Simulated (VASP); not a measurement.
# YbSe2 (Fm-3m) in VASP: further runs

YbSe2 is run at these levels: PBE; tasks: single point.

Program: VASP 6.6.1. These are calculated values, not measurements. Logs are shortened: lines on timing, memory, paths and dates and some standing lists are left out, and cuts for length are marked.

## 1. The cell of the first run

Symmetry: Fm-3m, No. 225, cubic system. Conventional cell: a = 6.907 Å, b = 6.907 Å, c = 6.907 Å, α = 90.00°, β = 90.00°, γ = 90.00°. Within 3.9 Å of Yb (site symmetry m-3m) lie 8 Se at 2.99 Å. Within 3.9 Å of Se (site symmetry -43m) lie 4 Yb at 2.99 Å and 6 Se at 3.45 Å.

## 2. Single point, PBE, collinear spin (27.46 Å³/atom)

INCAR reads:

```
SYSTEM = YbSe2
ALGO = Normal
EDIFF = 1E-6
ENCUT = 520
GGA = PE
ISIF = 2
ISMEAR = 0
ISPIN = 2
LASPH = .True.
LCHARG = .False.
LMAXMIX = 6
LORBIT = 11
LREAL = .False.
LWAVE = .False.
MAGMOM = 0.05 0 0
NBANDS = 29
NELM = 150
PREC = Accurate
SIGMA = 0.05
```

KPOINTS reads:

```
k-points
0
Gamma
  10 10 10
  0 0 0
```

POSCAR reads:

```
YbSe2
1.0
    0.0000000000      3.4534548615      3.4534548615
    3.4534548615      0.0000000000      3.4534548615
    3.4534548615      3.4534548615      0.0000000000
Yb Se
1 2
Direct
    0.0000000000      0.0000000000      0.0000000000
    0.2500000000      0.2500000000      0.2500000000
    0.7500000000      0.7500000000      0.7500000000
```

Potentials or basis: VASP PAW PBE potentials, release 64 (Yb, Se).

Started as:

```sh
cat potpaw_PBE.64/Yb/POTCAR potpaw_PBE.64/Se/POTCAR > POTCAR
mpirun -np 1 vasp_std > vasp.out
```

OUTCAR:

```text
SYSTEM = YbSe2
   EDIFF = 1E-6
   ENCUT = 520
   GGA = PE
   ISIF = 2
   ISMEAR = 0
   ISPIN = 2
   LASPH = .True.
   LORBIT = 11
   LREAL = .False.
   NELM = 150
   PREC = Accurate

 ion  position               nearest neighbor table
   1  0.000  0.000  0.000-   3 2.99   3 2.99   3 2.99   2 2.99   3 2.99   2 2.99   2 2.99   2 2.99

   2  0.250  0.250  0.250-   1 2.99   1 2.99   1 2.99   1 2.99
   3  0.750  0.750  0.750-   1 2.99   1 2.99   1 2.99   1 2.99

  LATTYP: Found a face centered cubic cell.
 ALAT       =     6.9069097230

  Lattice vectors:

 A1 = (   0.0000000000,   3.4534548615,   3.4534548615)
 A2 = (   3.4534548615,   0.0000000000,   3.4534548615)
 A3 = (   3.4534548615,   3.4534548615,   0.0000000000)

Analysis of symmetry for initial positions (statically):
=====================================================================
 Subroutine PRICEL returns:
 Original cell was already a primitive cell.

 Routine SETGRP: Setting up the symmetry group for a
 face centered cubic supercell.

 Subroutine GETGRP returns: Found 48 space group operations
 (whereof 48 operations were pure point group operations)
 out of a pool of 48 trial point group operations.

The static configuration has the point symmetry O_h .

Analysis of symmetry for dynamics (positions and initial velocities):
=====================================================================
 Subroutine PRICEL returns:
 Original cell was already a primitive cell.

 Routine SETGRP: Setting up the symmetry group for a
 face centered cubic supercell.

 Subroutine GETGRP returns: Found 48 space group operations
 (whereof 48 operations were pure point group operations)
 out of a pool of 48 trial point group operations.

The dynamic configuration has the point symmetry O_h .

Analysis of structural, dynamic, and magnetic symmetry:
=====================================================================
 Subroutine PRICEL returns:
 Original cell was already a primitive cell.

 Routine SETGRP: Setting up the symmetry group for a
 face centered cubic supercell.

 Subroutine GETGRP returns: Found 48 space group operations
 (whereof 48 operations were pure point group operations)
 out of a pool of 48 trial point group operations.

The overall configuration has the point symmetry O_h .

 Subroutine INISYM returns: Found 48 space group operations
 (whereof 48 operations are pure point group operations),
 and found     1 'primitive' translations

----------------------------------------------------------------------------------------

                                     Primitive cell

  volume of cell :      82.3742

  direct lattice vectors                    reciprocal lattice vectors
     0.000000000  3.453454862  3.453454862    -0.144782550  0.144782550  0.144782550
     3.453454862  0.000000000  3.453454862     0.144782550 -0.144782550  0.144782550
     3.453454862  3.453454862  0.000000000     0.144782550  0.144782550 -0.144782550

  length of vectors
     4.883922702  4.883922702  4.883922702     0.250770732  0.250770732  0.250770732

  position of ions in fractional coordinates (direct lattice)
     0.000000000  0.000000000  0.000000000
     0.250000000  0.250000000  0.250000000
     0.750000000  0.750000000  0.750000000

  ion indices of the primitive-cell ions
   primitive index   ion index
                 1           1
                 2           2
                 3           3

----------------------------------------------------------------------------------------

 KPOINTS: k-points

Automatic generation of k-mesh.
 Grid dimensions read from file:
 generate k-points for:   10   10   10

 Generating k-lattice:

  Cartesian coordinates                     Fractional coordinates (reciprocal lattice)
    -0.014478255  0.014478255  0.014478255     0.100000000  0.000000000  0.000000000
     0.014478255 -0.014478255  0.014478255     0.000000000  0.100000000  0.000000000
     0.014478255  0.014478255 -0.014478255     0.000000000  0.000000000  0.100000000

  Length of vectors
     0.025077073  0.025077073  0.025077073

  Shift w.r.t. Gamma in fractional coordinates (k-lattice)
     0.000000000  0.000000000  0.000000000

 Subroutine IBZKPT returns following result:
 ===========================================

 Found     47 irreducible k-points:

 Following reciprocal coordinates:
            Coordinates               Weight
  0.000000  0.000000  0.000000      1.000000
  0.100000  0.000000  0.000000      8.000000
  0.200000  0.000000  0.000000      8.000000
  0.300000  0.000000  0.000000      8.000000
  0.400000  0.000000  0.000000      8.000000
  0.500000  0.000000  0.000000      4.000000
[... 16 lines left out ...]
  0.300000  0.300000  0.000000      6.000000
  0.400000  0.300000  0.000000     24.000000
 [... further k-points ...]
   k-points           NKPTS =     47   k-points in BZ     NKDIM =     47   number of bands    NBANDS=     29
   number of dos      NEDOS =    301   number of ions     NIONS =      3
   total plane-waves  NPLWV =  46656
   dimension x,y,z NGX =    36 NGY =   36 NGZ =   36
   dimension x,y,z NGXF=    72 NGYF=   72 NGZF=   72
   ions per type =               1   2
   NGX,Y,Z   is equivalent  to a cutoff of  12.25, 12.25, 12.25 a.u.
   NGXF,Y,Z  is equivalent  to a cutoff of  24.51, 24.51, 24.51 a.u.
 SYSTEM =  YbSe2
   PREC   = accura    normal or accurate (medium, high low for compatibility)
   ISTART =      0    job   : 0-new  1-cont  2-samecut
   ICHARG =      2    charge: 1-file 2-atom 10-const
   ISPIN  =      2    spin polarized calculation?
   LNONCOLLINEAR =      F non collinear calculations
   LSORBIT =      F    spin-orbit coupling
   LASPH  =      T    aspherical Exc in radial PAW
   ENCUT  =  520.0 eV  38.22 Ry    6.18 a.u.   9.08  9.08  9.08*2*pi/ulx,y,z
   NELM   =    150;   NELMIN=  2; NELMDL= -5     # of ELM steps
   EDIFF  = 0.1E-05   stopping-criterion for ELM
   LREAL  =      F    real-space projection
   EDIFFG = 0.1E-04   stopping-criterion for IOM
   NSW    =      0    number of steps for IOM
   IBRION =     -1    ionic relax: 0-MD 1-quasi-New 2-CG
   NFREE  =      0    steps in history (QN), initial steepest desc. (CG)
   ISIF   =      2    stress and relaxation
   ISYM   =      2    0-nonsym 1-usesym 2-fastsym
   POTIM  = 0.5000    time-step for ionic-motion
   TEBEG  =    0.0;   TEEND  =   0.0 temperature during run
   PSTRESS=    0.0 pullay stress
   NELECT =      36.0000    total number of electrons
   NUPDOWN=      -1.0000    fix difference up-down
   EMIN   =  10.00;   EMAX   =-10.00  energy-range for DOS
   EFERMI =   0.00;   METHOD = LEGACY
   ISMEAR =     0;   SIGMA  =   0.05  broadening in eV -4-tet -1-fermi 0-gaus
   EFERMI_NEDOS =   21; number of points for ismear=-14 and -15
   IALGO  =     38    algorithm
   IMIX   =      4    mixing-type and parameters
     AMIX     =   0.40;   BMIX     =  1.00
     AMIX_MAG =   1.60;   BMIX_MAG =  1.00
  volume/ion in A,a.u.               =      27.46       185.30
  Fermi-wavevector in a.u.,A,eV,Ry     =   1.242354  2.347708 20.999809  1.543442
  Thomas-Fermi vector in A             =   2.376712
   LORBIT       =     11    0 simple, 1 ext, 2 COOP (PROOUT), +10 PAW based schemes
   GGA     = PE    functional components
   LHFCALC =     F    Hartree Fock is set to
   AEXX    =    0.0000 exact exchange contribution
   IVDW    =     0    specifies the selected vdW correction
   LEPSILON=     F    determine dielectric tensor
   LRPA    =     F    only Hartree local field effects (RPA)
 spin polarized calculation
 Gauss-broadening in eV      SIGMA  =   0.05
  energy-cutoff  :      520.00
  volume of cell :       82.37
 maximum number of plane-waves:      2252
   NGX = 19   NGY = 19   NGZ = 19

 number of electron      35.9999988 magnetization      -0.0200243

 number of electron      35.9999988 magnetization       0.1194463

 Free energy of the ion-electron system (eV)
  ---------------------------------------------------
  ext. energy  EPLUGINS =         0.00000000
  ---------------------------------------------------
  free energy    TOTEN  =       -13.80650662 eV

  energy without entropy =      -13.79848815  energy(sigma->0) =      -13.80249739

 E-fermi :   1.8806     XC(G=0):  -9.3897

 val. band max:        1.8796918052   @ k =   0.3000   0.1000   0.0000
 cond. band min:       1.8815873895   @ k =   0.2000   0.0000   0.0000
 fundamental gap:      0.0018955842
 Fermi energy:         1.8805501067

 spin component 1

 k-point     1 :       0.0000    0.0000    0.0000
  band No.  band energies     occupation
      1     -49.4142      1.00000
      2     -21.6166      1.00000
      3     -21.6166      1.00000
      4     -21.6166      1.00000
      5     -11.0465      1.00000
      6      -9.0122      1.00000
[... 21 lines left out ...]
     28       9.8559      0.00000
     29      11.6887      0.00000

 k-point     2 :       0.1000    0.0000    0.0000
  band No.  band energies     occupation
      1     -49.4141      1.00000
      2     -21.6201      1.00000
      3     -21.6171      1.00000
      4     -21.6171      1.00000
      5     -10.9894      1.00000
      6      -9.0730      1.00000
[... 21 lines left out ...]
     28      10.1456      0.00000
     29      12.2352      0.00000

 k-point     3 :       0.2000    0.0000    0.0000
  band No.  band energies     occupation
      1     -49.4141      1.00000
      2     -21.6293      1.00000
      3     -21.6182      1.00000
      4     -21.6182      1.00000
      5     -10.8282      1.00000
      6      -9.2367      1.00000
[... 638 lines left out ...]
      5     -10.4747      1.00000
      6      -9.4995      1.00000
[... 21 lines left out ...]
     28      12.2170      0.00000
     29      12.2170      0.00000

 k-point    24 :       0.4000    0.3000    0.0000
  band No.  band energies     occupation
      1     -49.4138      1.00000
      2     -21.6477      1.00000
      3     -21.6262      1.00000
      4     -21.6248      1.00000
      5     -10.3108      1.00000
      6      -9.6146      1.00000
[... 21 lines left out ...]
     28      12.1432      0.00000
     29      12.7581      0.00000

 [... further k-points ...]

 spin component 2

 k-point     1 :       0.0000    0.0000    0.0000
  band No.  band energies     occupation
      1     -49.3836      1.00000
      2     -21.5954      1.00000
      3     -21.5954      1.00000
      4     -21.5954      1.00000
      5     -11.0292      1.00000
      6      -8.9930      1.00000
[... 21 lines left out ...]
     28       9.8698      0.00000
     29      11.6970      0.00000

 k-point     2 :       0.1000    0.0000    0.0000
  band No.  band energies     occupation
      1     -49.3836      1.00000
      2     -21.5990      1.00000
      3     -21.5959      1.00000
      4     -21.5959      1.00000
      5     -10.9720      1.00000
      6      -9.0540      1.00000
[... 21 lines left out ...]
     28      10.1590      0.00000
     29      12.2440      0.00000

 k-point     3 :       0.2000    0.0000    0.0000
  band No.  band energies     occupation
      1     -49.3835      1.00000
      2     -21.6082      1.00000
      3     -21.5970      1.00000
      4     -21.5970      1.00000
      5     -10.8107      1.00000
      6      -9.2178      1.00000
[... 638 lines left out ...]
      5     -10.4568      1.00000
      6      -9.4809      1.00000
[... 21 lines left out ...]
     28      12.2292      0.00000
     29      12.2292      0.00000

 k-point    24 :       0.4000    0.3000    0.0000
  band No.  band energies     occupation
      1     -49.3833      1.00000
      2     -21.6265      1.00000
      3     -21.6050      1.00000
      4     -21.6036      1.00000
      5     -10.2927      1.00000
      6      -9.5961      1.00000
[... 21 lines left out ...]
     28      12.1529      0.00000
     29      12.7668      0.00000

 [... further k-points ...]

------------------------ aborting loop because EDIFF is reached ----------------------------------------

  FORCE on cell =-STRESS in cart. coord.  units (eV):
  Direction    XX          YY          ZZ          XY          YZ          ZX
  --------------------------------------------------------------------------------------
  -------------------------------------------------------------------------------------
  Total       -0.0574606     -0.0574606     -0.0574606      0.0000000      0.0000000      0.0000000
  in kB       -1.1176083     -1.1176083     -1.1176083      0.0000000      0.0000000      0.0000000
  external PRESSURE =      -1.1176083 kB  Pullay stress =       0.0000000 kB

 VOLUME and BASIS-vectors are now :
 -----------------------------------------------------------------------------
  energy-cutoff  :      520.00
  volume of cell :       82.37
      direct lattice vectors                 reciprocal lattice vectors
     0.000000000  3.453454862  3.453454862    -0.144782550  0.144782550  0.144782550
     3.453454862  0.000000000  3.453454862     0.144782550 -0.144782550  0.144782550
     3.453454862  3.453454862  0.000000000     0.144782550  0.144782550 -0.144782550

 POSITION                                       TOTAL-FORCE (eV/Angst)
 -----------------------------------------------------------------------------------
      0.00000      0.00000      0.00000        -0.000000      0.000000     -0.000000
      1.72673      1.72673      1.72673         0.000000     -0.000000     -0.000000
      5.18018      5.18018      5.18018         0.000000      0.000000      0.000000
 -----------------------------------------------------------------------------------
    total drift:                               -0.000000      0.000000      0.000000

  FREE ENERGIE OF THE ION-ELECTRON SYSTEM (eV)
  ---------------------------------------------------
  free  energy   TOTEN  =       -13.8065066211 eV

  energy  without entropy=      -13.7984881542  energy(sigma->0) =      -13.80249739

 total charge

# of ion       s       p       d       f       tot
--------------------------------------------------
    1        2.123   6.013   0.381  13.460  21.978
    2        1.473   2.301   0.017   0.000   3.791
    3        1.473   2.301   0.017   0.000   3.791
--------------------------------------------------
tot          5.070  10.615   0.414  13.460  29.560

 magnetization (x)

# of ion       s       p       d       f       tot
--------------------------------------------------
    1       -0.000  -0.000   0.003   0.066   0.068
    2        0.001   0.013   0.000   0.000   0.014
    3        0.001   0.013   0.000   0.000   0.014
--------------------------------------------------
tot          0.001   0.027   0.003   0.066   0.097
```

It took 10 min on 1 thread of Intel Xeon 6975P-C (Granite Rapids), shared host; peak memory 0.39 GiB.

What came out:

```yaml
Free_energy: -13.8065 eV
Pressure: -0.1 GPa
Net_moment: 0.12 μB per cell
Site_moments: Yb +0.07; Se +0.01 μB
Valence_electrons_inside_the_program's_atomic_spheres: Yb 21.98; Se 3.79
```

Levels at points of the mesh, in eV from the Fermi level:
Spin up:
```csv
k point,band 15,band 16,band 17,band 18,band 19,band 20,band 21,band 22
"(0.00, 0.00, 0.00)",-0.42,-0.42,0.39,0.39,0.39,3.45,3.45,3.97
"(0.50, 0.00, 0.00)",-0.42,-0.42,-0.32,-0.28,-0.28,4.14,4.14,5.37
"(0.50, 0.50, 0.00)",-0.38,-0.38,-0.08,-0.08,1.24,2.47,4.93,5.27
```
Spin down:
```tsv
k point	band 16	band 17	band 18	band 19	band 20	band 21
(0.00, 0.00, 0.00)	-0.34	0.42	0.42	0.42	3.45	3.45
(0.50, 0.00, 0.00)	-0.36	-0.24	-0.23	-0.23	4.15	4.15
(0.50, 0.50, 0.00)	-0.33	-0.06	-0.06	1.27	2.47	4.94
```

Caveat: spin-orbit coupling is left out, which moves the levels of the heavy elements. With open d or f shells a metallic result of PBE can be an artefact of self-interaction; +U or a hybrid may open a gap.

## 3. Single point, PBE, collinear spin (28.25 Å³/atom)

This run uses another cell than the first one, of 28.25 Å³/atom.

INCAR reads:

```
SYSTEM = YbSe2
  PREC = Accurate
  ENCUT = 520
  EDIFF = 1E-6
  ISMEAR = 0
  SIGMA = 0.05
  LREAL = .FALSE.
  LASPH = .TRUE.
  NELM = 150
  ALGO = Normal
  ISIF = 2
  LWAVE = .FALSE.
  LCHARG = .FALSE.
  ISPIN = 2
  MAGMOM = 0.05 0 0
  LORBIT = 11
  LMAXMIX = 6
  GGA = PE
  NBANDS = 29
```

KPOINTS reads:

```
Automatic mesh
0
G
  10 10 10
  0 0 0
```

POSCAR reads:

```
YbSe2
1.0
    0.0000000000      3.4863468874      3.4863468874
    3.4863468874      0.0000000000      3.4863468874
    3.4863468874      3.4863468874      0.0000000000
Yb Se
1 2
Direct
    0.0000000000      0.0000000000      0.0000000000
    0.2500000000      0.2500000000      0.2500000000
    0.7500000000      0.7500000000      0.7500000000
```

Potentials or basis: VASP PAW PBE potentials, release 64 (Yb, Se).

Started as:

```sh
cat potpaw_PBE.64/Yb/POTCAR potpaw_PBE.64/Se/POTCAR > POTCAR
mpirun -np 1 vasp_std > vasp.out
```

Wall time 11 min (1 thread of Intel Xeon 6975P-C (Granite Rapids), shared host); peak memory 0.43 GiB.

The run converged. Its results:

| Quantity | Value |
| --- | --- |
| Free energy | -13.7713 eV |
| Pressure | -3.5 GPa |
| Net moment | 0.15 μB per cell |
| Site moments | Yb +0.09; Se +0.01 μB |
| Valence electrons inside the program's atomic spheres | Yb 21.96; Se 3.78 |

Levels at points of the mesh, in eV from the Fermi level:
Spin up:
```
           k point  band 14  band 15  band 16  band 17  band 18  band 19  band 20  band 21  band 22  band 23
(0.00, 0.00, 0.00)    -0.42    -0.42    -0.42     0.35     0.35     0.35     3.49     3.49     3.81     5.98
(0.50, 0.00, 0.00)    -0.42    -0.42    -0.42    -0.34    -0.29    -0.29     4.16     4.16     5.30     6.85
(0.50, 0.50, 0.00)    -0.40    -0.38    -0.38    -0.06    -0.06     1.18     2.51     4.92     5.19     6.04
```
Spin down:
```
           k point  band 15  band 16  band 17  band 18  band 19  band 20  band 21  band 22
(0.00, 0.00, 0.00)    -0.37    -0.32     0.39     0.39     0.39     3.50     3.50     3.82
(0.50, 0.00, 0.00)    -0.36    -0.34    -0.23    -0.22    -0.22     4.17     4.17     5.32
(0.50, 0.50, 0.00)    -0.31    -0.31    -0.05    -0.05     1.21     2.52     4.93     5.20
```

Caveat: the cell stands under tension; spin-orbit coupling is left out, which moves the levels of the heavy elements.
